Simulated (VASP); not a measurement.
Set up this calculation in VASP 6.6.1, as the native input.

```
Task                   : single point
Functional             : PBE
Potentials or basis    : VASP PAW PBE potentials, release 64 (Pt, Se)
Cutoff                 : 520 eV
k mesh                 : 8 × 8 × 8
Occupations            : fermi-dirac, width 0.05 eV
Spin                   : no spin polarisation
Dipole correction      : no
Further INCAR settings : ALGO = Normal; EDIFF = 1e-06; NBANDS = 15
```

The structure of PtSe lies in POSCAR:

```
PtSe
1.0
    0.0000000000      2.6129669332      2.6129669332
    2.6129669332      0.0000000000      2.6129669332
    2.6129669332      2.6129669332      0.0000000000
Pt Se
1 1
Direct
    0.5000000000      0.5000000000      0.5000000000
    0.0000000000      0.0000000000      0.0000000000
```

The input as run:

INCAR

```
SYSTEM = PtSe
PREC     = Accurate       ! precision mode
ENCUT    = 520            ! plane-wave cutoff, eV
EDIFF    = 1E-6           ! SCF threshold, eV
ISMEAR   = -1             ! smearing method
SIGMA    = 0.05           ! smearing width, eV
LREAL    = .FALSE.        ! projectors in reciprocal space
LASPH    = .TRUE.         ! aspherical terms in the spheres
NELM     = 80             ! most SCF steps
ALGO     = Normal         ! electronic algorithm
ISIF     = 2              ! what is computed and relaxed
LWAVE    = .FALSE.        ! write WAVECAR
LCHARG   = .FALSE.        ! write CHGCAR
GGA      = PE             ! functional
NBANDS   = 15             ! bands
```

KPOINTS

```
regular mesh
0
G
  8 8 8
  0 0 0
```

Potentials or basis: VASP PAW PBE potentials, release 64 (Pt, Se).

Launch:

```console
$ cat potpaw_PBE.64/Pt/POTCAR potpaw_PBE.64/Se/POTCAR > POTCAR
$ mpirun -np 1 vasp_std > vasp.out
```

It gave:

```
Pressure               : 5.0 GPa
Band gap on the k mesh : zero (band 8 reaches 11.07 eV, above the bottom of band 9 at 6.53 eV)
```

Caveat: spin-orbit coupling is left out, which moves the levels of the heavy elements.

Run time: 24 s on 1 thread of Intel Xeon 8259CL, on a shared host, peak memory 0.16 GiB.
